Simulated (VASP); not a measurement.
# Au (I4/mmm) in VASP: a series of runs

The runs below take Au through single point, with PBE.

Everything below comes from runs of VASP 6.6.1. Logs are shortened: lines on timing, memory, paths and dates and some standing lists are left out, and cuts for length are marked.

### 1 The cell of the first run

The structure is tetragonal, space group I4/mmm (No. 139). The conventional cell has a = 3.008 Å, b = 3.008 Å, c = 3.764 Å, α = 90.00°, β = 90.00°, γ = 90.00°. Au (site symmetry 4/mmm) has 12 Au at 2.84 to 3.01 Å within 3.7 Å.

### 2 Single point, PBE (strain +0.040 along x and y, -0.080 along z)

File INCAR:

```
SYSTEM = Au
PREC = Accurate
ENCUT = 520
EDIFF = 1E-6
ISMEAR = 0
SIGMA = 0.15
LREAL = .False.
LASPH = .True.
NELM = 80
ALGO = Normal
ISIF = 2
LWAVE = .False.
LCHARG = .True.
GGA = PE
LELF = .True.
LVHAR = .True.
NBANDS = 12
```

File KPOINTS:

```
regular mesh
0
Gamma
  20 20 20
  0 0 0
```

File POSCAR:

```
Au
1.0
    0.0000000000      2.1273200000      1.8818600000
    2.1273200000      0.0000000000      1.8818600000
    2.1273200000      2.1273200000      0.0000000000
Au
1
Direct
    0.0000000000      0.0000000000      0.0000000000
```

Potentials or basis: VASP PAW PBE potentials, release 64 (Au).

Run with:

```sh
cat potpaw_PBE.64/Au/POTCAR > POTCAR
mpirun -np 1 vasp_std > vasp.out
```

OUTCAR:

```text
SYSTEM = Au
   PREC = Accurate
   ENCUT = 520
   EDIFF = 1E-6
   ISMEAR = 0
   LREAL = .False.
   LASPH = .True.
   NELM = 80
   ISIF = 2
   GGA = PE

 ion  position               nearest neighbor table
   1  0.000  0.000  0.000-

  LATTYP: Found a body centered tetragonal cell.
 ALAT       =     3.0084847955
 C/A-ratio  =     1.2510350744

  Lattice vectors:

 A1 = (   0.0000000000,  -2.1273200000,  -1.8818600000)
 A2 = (   0.0000000000,   2.1273200000,  -1.8818600000)
 A3 = (   2.1273200000,   0.0000000000,   1.8818600000)

Analysis of symmetry for initial positions (statically):
=====================================================================
 Subroutine PRICEL returns:
 Original cell was already a primitive cell.

 Routine SETGRP: Setting up the symmetry group for a
 body centered tetragonal supercell.

 Subroutine GETGRP returns: Found 16 space group operations
 (whereof 16 operations were pure point group operations)
 out of a pool of 16 trial point group operations.

The static configuration has the point symmetry D_4h.

Analysis of symmetry for dynamics (positions and initial velocities):
=====================================================================
 Subroutine PRICEL returns:
 Original cell was already a primitive cell.

 Routine SETGRP: Setting up the symmetry group for a
 body centered tetragonal supercell.

 Subroutine GETGRP returns: Found 16 space group operations
 (whereof 16 operations were pure point group operations)
 out of a pool of 16 trial point group operations.

The dynamic configuration has the point symmetry D_4h.

 Subroutine INISYM returns: Found 16 space group operations
 (whereof 16 operations are pure point group operations),
 and found     1 'primitive' translations

----------------------------------------------------------------------------------------

                                     Primitive cell

  volume of cell :      17.0327

  direct lattice vectors                    reciprocal lattice vectors
     0.000000000  2.127320000  1.881860000    -0.235037512  0.235037512  0.265694579
     2.127320000  0.000000000  1.881860000     0.235037512 -0.235037512  0.265694579
     2.127320000  2.127320000  0.000000000     0.235037512  0.235037512 -0.265694579

  length of vectors
     2.840226653  2.840226653  3.008484796     0.425533634  0.425533634  0.425533634

  position of ions in fractional coordinates (direct lattice)
     0.000000000  0.000000000  0.000000000

  ion indices of the primitive-cell ions
   primitive index   ion index
                 1           1

----------------------------------------------------------------------------------------

 KPOINTS: regular mesh

Automatic generation of k-mesh.
 Grid dimensions read from file:
 generate k-points for:   20   20   20

 Generating k-lattice:

  Cartesian coordinates                     Fractional coordinates (reciprocal lattice)
    -0.011751876  0.011751876  0.013284729     0.050000000 -0.000000000  0.000000000
     0.011751876 -0.011751876  0.013284729    -0.000000000  0.050000000  0.000000000
     0.011751876  0.011751876 -0.013284729     0.000000000  0.000000000  0.050000000

  Length of vectors
     0.021276682  0.021276682  0.021276682

  Shift w.r.t. Gamma in fractional coordinates (k-lattice)
     0.000000000  0.000000000  0.000000000

 Subroutine IBZKPT returns following result:
 ===========================================

 Found    641 irreducible k-points:

 Following reciprocal coordinates:
            Coordinates               Weight
  0.000000  0.000000  0.000000      1.000000
  0.050000  0.000000  0.000000      8.000000
  0.100000  0.000000  0.000000      8.000000
  0.150000  0.000000  0.000000      8.000000
  0.200000  0.000000  0.000000      8.000000
  0.250000  0.000000  0.000000      8.000000
[... 16 lines left out ...]
 -0.400000  0.050000  0.000000      8.000000
 -0.350000  0.050000  0.000000      8.000000
 [... further k-points ...]
   k-points           NKPTS =    641   k-points in BZ     NKDIM =    641   number of bands    NBANDS=     12
   number of dos      NEDOS =    301   number of ions     NIONS =      1
   total plane-waves  NPLWV =  13824
   dimension x,y,z NGX =    24 NGY =   24 NGZ =   24
   dimension x,y,z NGXF=    48 NGYF=   48 NGZF=   48
   ions per type =               1
   NGX,Y,Z   is equivalent  to a cutoff of  14.05, 14.05, 13.26 a.u.
   NGXF,Y,Z  is equivalent  to a cutoff of  28.10, 28.10, 26.52 a.u.
 SYSTEM =  Au
   PREC   = accura    normal or accurate (medium, high low for compatibility)
   ISTART =      0    job   : 0-new  1-cont  2-samecut
   ICHARG =      2    charge: 1-file 2-atom 10-const
   ISPIN  =      1    spin polarized calculation?
   LNONCOLLINEAR =      F non collinear calculations
   LSORBIT =      F    spin-orbit coupling
   LASPH  =      T    aspherical Exc in radial PAW
   ENCUT  =  520.0 eV  38.22 Ry    6.18 a.u.   5.28  5.28  5.59*2*pi/ulx,y,z
   NELM   =     80;   NELMIN=  2; NELMDL= -5     # of ELM steps
   EDIFF  = 0.1E-05   stopping-criterion for ELM
   LREAL  =      F    real-space projection
   EDIFFG = 0.1E-04   stopping-criterion for IOM
   NSW    =      0    number of steps for IOM
   IBRION =     -1    ionic relax: 0-MD 1-quasi-New 2-CG
   NFREE  =      0    steps in history (QN), initial steepest desc. (CG)
   ISIF   =      2    stress and relaxation
   ISYM   =      2    0-nonsym 1-usesym 2-fastsym
   POTIM  = 0.5000    time-step for ionic-motion
   TEBEG  =    0.0;   TEEND  =   0.0 temperature during run
   PSTRESS=    0.0 pullay stress
   NELECT =      11.0000    total number of electrons
   NUPDOWN=      -1.0000    fix difference up-down
   EMIN   =  10.00;   EMAX   =-10.00  energy-range for DOS
   EFERMI =   0.00;   METHOD = LEGACY
   ISMEAR =     0;   SIGMA  =   0.15  broadening in eV -4-tet -1-fermi 0-gaus
   EFERMI_NEDOS =   21; number of points for ismear=-14 and -15
   IALGO  =     38    algorithm
   IMIX   =      4    mixing-type and parameters
     AMIX     =   0.40;   BMIX     =  1.00
     AMIX_MAG =   1.60;   BMIX_MAG =  1.00
  volume/ion in A,a.u.               =      17.03       114.94
  Fermi-wavevector in a.u.,A,eV,Ry     =   1.415070  2.674095 27.244639  2.002424
  Thomas-Fermi vector in A             =   2.536547
   LORBIT       =      0    0 simple, 1 ext, 2 COOP (PROOUT), +10 PAW based schemes
   GGA     = PE    functional components
   LHFCALC =     F    Hartree Fock is set to
   AEXX    =    0.0000 exact exchange contribution
   IVDW    =     0    specifies the selected vdW correction
   LEPSILON=     F    determine dielectric tensor
   LRPA    =     F    only Hartree local field effects (RPA)
 non-spin polarized calculation
 Gauss-broadening in eV      SIGMA  =   0.15
  energy-cutoff  :      520.00
  volume of cell :       17.03
 maximum number of plane-waves:       475
 NGX is ok and might be reduce to    24
   NGX = 11   NGY = 11   NGZ = 11

 number of electron      10.9999999 magnetization

 Free energy of the ion-electron system (eV)
  ---------------------------------------------------
  ext. energy  EPLUGINS =         0.00000000
  ---------------------------------------------------
  free energy    TOTEN  =        -3.18849704 eV

  energy without entropy =       -3.18396425  energy(sigma->0) =       -3.18623064

 E-fermi :   9.5203     XC(G=0): -12.7202

 val. band max:        9.5165700658   @ k =   0.5000   0.2000   0.1500
 cond. band min:       9.5298370952   @ k =  -0.2500   0.1000   0.2500
 fundamental gap:      0.0132670294
 Fermi energy:         9.5203479148

 k-point     1 :       0.0000    0.0000    0.0000
  band No.  band energies     occupation
      1      -0.3748      2.00000
      2       4.5176      2.00000
      3       4.5176      2.00000
      4       5.4844      2.00000
      5       5.6919      2.00000
      6       6.7404      2.00000
      7      24.2453      0.00000
      8      27.2988      0.00000
      9      27.2988      0.00000
     10      29.5969      0.00000
     11      33.2050      0.00000
     12      36.0748      0.00000

 k-point     2 :       0.0500    0.0000    0.0000
  band No.  band energies     occupation
      1      -0.2866      2.00000
      2       4.5181      2.00000
      3       4.5469      2.00000
      4       5.4813      2.00000
      5       5.6907      2.00000
      6       6.7179      2.00000
      7      24.3432      0.00000
      8      27.0537      0.00000
      9      27.4067      0.00000
     10      29.2931      0.00000
     11      33.7366      0.00000
     12      35.0846      0.00000

 k-point     3 :       0.1000    0.0000    0.0000
  band No.  band energies     occupation
      1      -0.0276      2.00000
      2       4.5144      2.00000
      3       4.6181      2.00000
      4       5.4817      2.00000
      5       5.7047      2.00000
      6       6.6590      2.00000
      7      24.5760      0.00000
      8      26.1530      0.00000
      9      27.7195      0.00000
     10      29.1382      0.00000
     11      33.0050      0.00000
     12      35.0164      0.00000

 k-point     4 :       0.1500    0.0000    0.0000
  band No.  band energies     occupation
      1       0.3825      2.00000
      2       4.5036      2.00000
      3       4.6811      2.00000
      4       5.5018      2.00000
      5       5.7855      2.00000
      6       6.5899      2.00000
      7      24.3107      0.00000
      8      25.2463      0.00000
      9      28.1985      0.00000
     10      29.4096      0.00000
     11      31.6071      0.00000
     12      33.4956      0.00000

 k-point     5 :       0.2000    0.0000    0.0000
  band No.  band energies     occupation
      1       0.9000      2.00000
      2       4.5196      2.00000
      3       4.6807      2.00000
      4       5.5330      2.00000
      5       5.9872      2.00000
      6       6.5524      2.00000
      7      22.6907      0.00000
      8      25.2265      0.00000
      9      28.7373      0.00000
     10      29.8097      0.00000
     11      30.8436      0.00000
     12      32.0243      0.00000
[... 228 lines left out ...]
      1       2.2452      2.00000
      2       4.3008      2.00000
      3       5.2336      2.00000
      4       6.8185      2.00000
      5       7.7687      2.00000
      6       8.9725      2.00000
      7      12.6712      0.00000
      8      23.1662      0.00000
      9      25.1563      0.00000
     10      28.2383      0.00000
     11      33.3740      0.00000
     12      33.9589      0.00000

 k-point    22 :      -0.4500    0.0500    0.0000
  band No.  band energies     occupation
      1       2.2454      2.00000
      2       4.3083      2.00000
      3       5.2241      2.00000
      4       6.8716      2.00000
      5       7.6648      2.00000
      6       8.6090      2.00000
      7      13.1169      0.00000
      8      23.2222      0.00000
      9      25.4475      0.00000
     10      28.0117      0.00000
     11      33.3467      0.00000
     12      33.7544      0.00000

 k-point    23 :      -0.4000    0.0500    0.0000
  band No.  band energies     occupation
      1       2.2396      2.00000
      2       4.3548      2.00000
      3       5.2506      2.00000
      4       6.6273      2.00000
      5       7.4072      2.00000
      6       7.7473      2.00000
      7      14.5878      0.00000
      8      23.4659      0.00000
      9      26.1253      0.00000
     10      28.0002      0.00000
     11      32.9964      0.00000
     12      33.2500      0.00000

 k-point    24 :      -0.3500    0.0500    0.0000
  band No.  band energies     occupation
      1       2.1853      2.00000
      2       4.4358      2.00000
      3       5.3067      2.00000
      4       5.9148      2.00000
      5       7.0414      2.00000
      6       7.2645      2.00000
      7      16.4185      0.00000
      8      23.8861      0.00000
      9      27.1450      0.00000
     10      28.1320      0.00000
     11      32.3584      0.00000
     12      32.4434      0.00000

 [... further k-points ...]

------------------------ aborting loop because EDIFF is reached ----------------------------------------

  FORCE on cell =-STRESS in cart. coord.  units (eV):
  Direction    XX          YY          ZZ          XY          YZ          ZX
  --------------------------------------------------------------------------------------
  -------------------------------------------------------------------------------------
  Total        0.8839756      0.8839756      1.0273938      0.0000000      0.0000000      0.0000000
  in kB       83.1510859     83.1510859     96.6417064      0.0000000      0.0000000      0.0000000
  external PRESSURE =      87.6479594 kB  Pullay stress =       0.0000000 kB

 VOLUME and BASIS-vectors are now :
 -----------------------------------------------------------------------------
  energy-cutoff  :      520.00
  volume of cell :       17.03
      direct lattice vectors                 reciprocal lattice vectors
     0.000000000  2.127320000  1.881860000    -0.235037512  0.235037512  0.265694579
     2.127320000  0.000000000  1.881860000     0.235037512 -0.235037512  0.265694579
     2.127320000  2.127320000  0.000000000     0.235037512  0.235037512 -0.265694579

 POSITION                                       TOTAL-FORCE (eV/Angst)
 -----------------------------------------------------------------------------------
      0.00000      0.00000      0.00000         0.000000      0.000000      0.000000
 -----------------------------------------------------------------------------------
    total drift:                               -0.000000     -0.000000     -0.000000

  FREE ENERGIE OF THE ION-ELECTRON SYSTEM (eV)
  ---------------------------------------------------
  free  energy   TOTEN  =        -3.1884970352 eV

  energy  without entropy=       -3.1839642513  energy(sigma->0) =       -3.18623064
```

Wall time 31 s (1 thread of Intel Xeon 6975P-C (Granite Rapids), shared host); peak memory 0.25 GiB.

What came out:

```
Free energy : -3.1885 eV
Pressure    : 8.8 GPa
```

Levels at points of the mesh, in eV from the Fermi level:
```tsv
k point	band 4	band 5	band 6	band 7	band 8	band 9
(0.00, 0.00, 0.00)	-4.04	-3.83	-2.78	14.72	17.78	17.78
(0.50, 0.00, 0.00)	-2.32	-1.75	-0.96	3.11	13.52	15.84
(0.50, 0.50, 0.00)	-1.67	-1.67	2.54	7.65	8.59	8.59
(0.50, 0.00, 0.50)	-2.13	-1.41	0.33	4.88	10.64	11.03
```

Caveat: the cell differs from its parent crystal (strain +0.040 along x and y, -0.080 along z); spin-orbit coupling is left out, which moves the levels of the heavy elements.

(Part 1 of 2 ends here.)
